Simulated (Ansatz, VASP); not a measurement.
## Two plane-wave programs on Ni

```
CELL_PARAMETERS angstrom
2.44882 0.00000 0.00000
-1.22441 2.12074 0.00000
0.00000 0.00000 24.99725
ATOMIC_POSITIONS crystal
Ni 0.66667 0.33333 0.30125
Ni 0.33333 0.66667 0.38008
Ni 0.00000 0.00000 0.45997
Ni 0.66667 0.33333 0.54003
Ni 0.33333 0.66667 0.61992
Ni 0.00000 0.00000 0.69875
```

Alike in both runs: functional PBEsol; k mesh 15 × 15 × 1; occupations gaussian, width 0.1 eV; collinear spin.

Ansatz relaxed the structure, and its values are those at the end. VASP's run is a single point on that final structure, the one shown.

```csv
,VASP,Ansatz
version,VASP 6.6.1,Ansatz 0.2.0
potentials or method,"VASP PAW PBE potentials, release 64 (Ni), cutoff 520 eV","scalar-relativistic, plane waves, PAW"
valence electrons in the cell,60,108
```

```csv
,VASP,Ansatz,Ansatz less VASP
gap on the k mesh at the Fermi level (eV),none,none,-
rms of the force components (eV/Å),0.003,0.002,-0.0015
net moment per atom (μB),0.65,0.66,+0.012
size of the moment on the site where the two differ most (μB),0.66,0.71,+0.043
```

VASP's potentials were made for PBE, not for PBEsol. Site moments also hang on the region over which each program counts them. A gap of «none» marks a metal or a gap that the smearing closes. VASP's potentials hold 60 valence electrons a cell and Ansatz's 108, so a difference there can come from the potentials and not from the codes. Ansatz's warnings: xc potential rough in thin density.
